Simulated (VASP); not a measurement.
Input of a VASP 6.6.1 run:

Contents of POSCAR:

```
NbRu
1.0
    3.1861136926      0.0827561998      0.0827561998
    0.0827561998      3.1861136926      0.0827561998
    0.0827561998      0.0827561998      3.1861136926
Nb Ru
1 1
Direct
    0.0000000000      0.0000000000      0.0000000000
    0.5000000000      0.5000000000      0.5000000000
```

INCAR.step1

```
PREC = Accurate ; ENCUT = 520
ISMEAR = 0 ; SIGMA = 0.15
LREAL = False ; LASPH = True
NELM = 80 ; NBANDS = 20
GGA = PE ; ALGO = Normal
EDIFF = 1E-4 ; LWAVE = True
LCHARG = False
```

File INCAR.step2:

```
PREC = Accurate ; ENCUT = 520
EDIFF = 1E-6 ; ISMEAR = 0
SIGMA = 0.15 ; LREAL = False
LASPH = True ; NELM = 80
ALGO = Normal ; ISIF = 2
LWAVE = False ; LCHARG = True
METAGGA = R2SCAN ; LMIXTAU = True
LELF = True ; LVHAR = True
NBANDS = 20 ; ISTART = 1
```

File KPOINTS:

```
Automatic mesh
0
Gamma
  16 16 16
```

Potentials or basis: VASP PAW PBE potentials, release 64 (Nb_sv, Ru_pv).

Command:

```sh
$ cat potpaw_PBE.64/Nb_sv/POTCAR potpaw_PBE.64/Ru_pv/POTCAR > POTCAR
$ cp INCAR.step1 INCAR
$ mpirun -np 1 vasp_std > vasp.out
$ cp INCAR.step2 INCAR
$ mpirun -np 1 vasp_std > vasp.out
```

(1) Predict the pressure.

Answers

(1) -4.3 GPa.

Caveat: the PAW data sets were made with another functional, which shifts forces and pressure a little.
